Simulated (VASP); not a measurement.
HfN: single point with PBE

System: HfN, a slab with vacuum.

```
Hf N
1.0
     3.21598    0.00000    0.00000
     0.00000    3.21598    0.00000
     0.00000    0.00000   20.54810
Hf N
3 3
Direct
  0.25000 0.25000 0.38933
  0.75000 0.75000 0.50000
  0.25000 0.25000 0.61067
  0.75000 0.75000 0.38933
  0.25000 0.25000 0.50000
  0.75000 0.75000 0.61067
```

| Quantity | Value |
| --- | --- |
| Program | VASP 6.6.1 |
| Task | single point |
| Functional | PBE |
| Potentials or basis | VASP PAW PBE potentials, release 64 (Hf_pv, N) |
| Cutoff | 520 eV |
| k mesh | 11 × 11 × 1 |
| Occupations | fermi-dirac, width 0.08 eV |
| Spin | no spin polarisation |

```yaml
Largest_force: 1.437 eV/Å
Band_gap_on_the_k_mesh: zero (an odd number of electrons rules out a gap without spin polarisation)
```

Forces on the atoms (eV/Å):
```
Hf   0.000  0.000  1.437
Hf   0.000  0.000  0.000
Hf   0.000  0.000 -1.437
N    0.000  0.000 -0.798
N    0.000  0.000  0.000
N    0.000  0.000  0.798
```

Levels at points of the mesh, in eV from the Fermi level:
| k point | band 20 | band 21 | band 22 | band 23 | band 24 | band 25 |
| --- | --- | --- | --- | --- | --- | --- |
| (0.00, 0.00, 0.00) | -3.11 | -2.69 | -2.69 | -2.11 | -0.88 | -0.65 |

It took 2.1 min on 1 thread of Intel(R) Xeon(R) 6975P-C (Granite Rapids), on a shared host, peak memory 0.34 GiB.

Caveat: spin-orbit coupling is left out, which moves the levels of the heavy elements.
